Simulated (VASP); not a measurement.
Write the native input for VASP 6.6.1 that does the following.

- Task: single point
- Functional: PBE
- Potentials or basis: VASP PAW PBE potentials, release 64 (In_d)
- Cutoff: 520 eV
- k mesh: 14 × 14 × 14
- Occupations: gaussian, width 0.1 eV
- Spin: no spin polarisation
- Dipole correction: no
- Further INCAR settings: ALGO = Normal; EDIFF = 1e-07; NBANDS = 12

The structure of In lies in POSCAR:

```
In
1.0
   -1.7377590490      1.8087302506      1.7296830158
    1.8043627920     -1.8785342865      1.8660907947
    1.8399801696      1.9807554070     -1.7994870517
In
1
Direct
    0.0000000000      0.0000000000      0.0000000000
```

This cell differs from its parent crystal: the cell strained at random.

These files were run (other wordings do the same):

INCAR

```
SYSTEM = In
PREC = Accurate
ENCUT = 520
EDIFF = 1E-7
ISMEAR = 0
SIGMA = 0.1
LREAL = .False.
LASPH = .True.
NELM = 60
ALGO = Normal
ISIF = 2
LWAVE = .False.
LCHARG = .True.
GGA = PE
LELF = .True.
LVHAR = .True.
NBANDS = 12
```

KPOINTS

```
Automatic mesh
0
Gamma
  14 14 14
  0 0 0
```

Potentials or basis: VASP PAW PBE potentials, release 64 (In_d).

Launch:

```sh
$ cat potpaw_PBE.64/In_d/POTCAR > POTCAR
$ mpirun -np 1 vasp_std > vasp.out
```

Results of the run:

The pressure is 5.4 GPa.

Caveat: the cell differs from its parent crystal (the cell strained at random).

Run time: 2.1 min on 1 thread of Intel(R) Xeon(R) Platinum 8488C (Sapphire Rapids) (shared host), peak memory 0.47 GiB.
